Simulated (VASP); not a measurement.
Here is a VASP 6.6.1 calculation.

Contents of INCAR:

```
SYSTEM = Ca
PREC = Accurate ; ENCUT = 520
EDIFF = 1E-6 ; ISMEAR = -1
SIGMA = 0.06122561905347299 ; LREAL = .False.
LASPH = .True. ; NELM = 60
ALGO = Normal ; ISIF = 2
LWAVE = .False. ; LCHARG = .False.
GGA = PE ; NBANDS = 11
```

Contents of KPOINTS:

```
Automatic mesh
0
Gamma
  11 11 11
  0 0 0
```

File POSCAR:

```
Ca
1.0
    3.4505251710      0.0000000000      0.0000000000
    0.0000000000      3.4505251710      0.0000000000
    0.0000000000      0.0000000000      3.4505251710
Ca
1
Direct
    0.0000000000      0.0000000000      0.0000000000
```

Potentials or basis: VASP PAW PBE potentials, release 64 (Ca_sv).

The run is started by

```sh
$ cat potpaw_PBE.64/Ca_sv/POTCAR > POTCAR
$ mpirun -np 1 vasp_std > vasp.out
```

Estimate the pressure.

0.8 GPa.

What does it give for the band gap on the k mesh?

Zero (bands 5 and 6 overlap by 0.85 eV).
